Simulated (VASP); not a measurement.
Write the native input for VASP 6.6.1 that does the following.

```
Task                   : single point
Functional             : PBE
Potentials or basis    : VASP PAW PBE potentials, release 64 (Al, N)
Cutoff                 : 600 eV
k mesh                 : 8 × 8 × 8
Occupations            : fermi-dirac, width 0.01 eV
Spin                   : no spin polarisation
Dipole correction      : no
Further INCAR settings : ALGO = Normal; EDIFF = 1e-06; NBANDS = 11
```

The structure of AlN lies in POSCAR:

```
AlN
1.0
    0.0000000000      1.9150273988      1.9150273988
    1.9150273988      0.0000000000      1.9150273988
    1.9150273988      1.9150273988      0.0000000000
Al N
1 1
Direct
    0.0000000000      0.0000000000      0.0000000000
    0.5000000000      0.5000000000      0.5000000000
```

One way to write it, as run:

INCAR

```
SYSTEM = AlN
ALGO     = Normal         ! electronic algorithm
EDIFF    = 1E-6           ! SCF threshold, eV
ENCUT    = 600            ! plane-wave cutoff, eV
GGA      = PE             ! functional
GGA_COMPAT= .False.      
ISIF     = 2              ! what is computed and relaxed
ISMEAR   = -1             ! smearing method
LASPH    = .True.         ! aspherical terms in the spheres
LCHARG   = .False.        ! write CHGCAR
LREAL    = .False.        ! projectors in reciprocal space
LWAVE    = .False.        ! write WAVECAR
NBANDS   = 11             ! bands
NELM     = 120            ! most SCF steps
PREC     = Accurate       ! precision mode
SIGMA    = 0.01           ! smearing width, eV
```

KPOINTS

```
k-points
0
Gamma
  8 8 8
  0 0 0
```

Potentials or basis: VASP PAW PBE potentials, release 64 (Al, N).

Command:

```bash
$ cat potpaw_PBE.64/Al/POTCAR potpaw_PBE.64/N/POTCAR > POTCAR
$ mpirun -np 1 vasp_std > vasp.out
```

Results of the run:

- Pressure: 65.5 GPa
- Band gap on the k mesh: 4.97 eV, indirect (least direct gap 8.21 eV)

It took 6.6 s on 1 thread of AMD EPYC 7R13 Processor (Zen 3), on a shared host, peak memory 0.1 GiB.
